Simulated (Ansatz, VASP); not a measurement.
## GaP in VASP and in Ansatz

```
Ga P
1.0
     0.00000    2.72525    2.72525
     2.72525    0.00000    2.72525
     2.72525    2.72525    0.00000
Ga P
1 1
Direct
  0.00000 0.00000 0.00000
  0.75000 0.75000 0.75000
```

Alike in both runs: task relaxation of cell and atoms; functional r2SCAN; k mesh 14 × 14 × 14; occupations fermi-dirac, width 0.08 eV; no spin polarisation.

```csv
,VASP,Ansatz
version,VASP 6.6.1,Ansatz 0.2.0
potentials or method,"VASP PAW PBE potentials, release 64 (Ga_d, P)","PAW with Ansatz's default frozen-core files, scalar-relativistic"
plane-wave cutoff (eV),600,500
valence electrons in the cell,18,18
```

Ansatz gave:

| Item | Value |
| --- | --- |
| relaxed volume (Å³/atom) | 20.24 |
| relaxed length of the cell vector where the two differ most in proportion (Å) | 3.854 |

Question: Estimate VASP's values.

Answer: Relaxed volume (Å³/atom): 20.23; relaxed length of the cell vector where the two differ most in proportion (Å): 3.854.

VASP's potentials were made for PBE, not for r2SCAN.
